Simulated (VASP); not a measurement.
A run of VASP 6.6.1 is set up as follows.

INCAR

```
SYSTEM = Al3Cl
PREC = Accurate
ENCUT = 520
EDIFF = 1E-6
ISMEAR = 0
SIGMA = 0.1
LREAL = .FALSE.
LASPH = .TRUE.
NELM = 80
ALGO = Normal
ISIF = 2
LWAVE = .FALSE.
LCHARG = .FALSE.
GGA = PE
NBANDS = 16
```

KPOINTS

```
regular mesh
0
G
  6 6 6
  0 0 0
```

Contents of POSCAR:

```
Al3Cl
1.0
    2.4871957000      1.4359831100      4.3204504800
   -2.4871957000      1.4359831100      4.3204504800
    0.0000000000     -2.8719662200      4.3204504800
Al Cl
3 1
Direct
    0.5000000000      0.5000000000      0.0000000000
    0.0000000000      0.5000000000      0.5000000000
    0.5000000000      0.0000000000      0.5000000000
    0.0000000000      0.0000000000      0.0000000000
```

Potentials or basis: VASP PAW PBE potentials, release 64 (Al, Cl).

Launch:

```console
$ cat potpaw_PBE.64/Al/POTCAR potpaw_PBE.64/Cl/POTCAR > POTCAR
$ mpirun -np 1 vasp_std > vasp.out
```

Question: What does it give for the pressure?

Answer: 15.0 GPa.

Question: Predict the band gap on the k mesh.

Answer: Zero (bands 8 and 9 overlap by 1.40 eV).

Stress tensor (GPa, compression positive):
```
23.93  0.00  0.00
 0.00 23.93  0.00
 0.00  0.00 -2.96
```

Caveat: the stress differs along the axes, from -3 to 24 GPa.
